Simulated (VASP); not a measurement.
# PbO: single point with r2SCAN

The system is PbO.

```
CELL_PARAMETERS angstrom
0.00000 2.60652 2.60652
2.60652 0.00000 2.60652
2.60652 2.60652 0.00000
ATOMIC_POSITIONS crystal
Pb 0.00000 0.00000 0.00000
O 0.50000 0.50000 0.50000
```

```
Program                : VASP 6.6.1
Task                   : single point
Functional             : r2SCAN
Potentials or basis    : VASP PAW PBE potentials, release 64 (Pb_d, O)
Cutoff                 : 520 eV
k mesh                 : 6 × 6 × 6
Occupations            : gaussian, width 0.01 eV
Spin                   : no spin polarisation
Dipole correction      : no
Further INCAR settings : ALGO = Normal; EDIFF = 1e-06; NBANDS = 17
```

```
Pressure               : 0.0 GPa
Band gap on the k mesh : 0.31 eV, direct
```

Levels at points of the mesh, in eV from the valence-band top:
```tsv
k point	band 6	band 7	band 8	band 9	band 10	band 11	band 12	band 13	band 14	band 15
(0.00, 0.00, 0.00)	-17.02	-7.77	-2.72	-2.72	-2.72	8.64	8.64	8.64	10.71	11.92
(0.50, 0.00, 0.00)	-16.97	-8.87	-2.30	-2.30	0.00	0.31	5.25	5.25	10.56	14.73
(0.50, 0.50, 0.00)	-16.12	-6.27	-5.64	-3.73	-3.73	4.20	6.63	6.63	6.90	14.88
```

It took 59 s on 1 thread of Intel(R) Xeon(R) Platinum 8259CL CPU @ 2.50GHz (Skylake/Cascade Lake), with other jobs on the host, peak memory 0.17 GiB.

Caveat: the PAW data sets were made with another functional, which shifts forces and pressure a little; spin-orbit coupling is left out, which moves the levels of the heavy elements. A k mesh can miss the band edges.
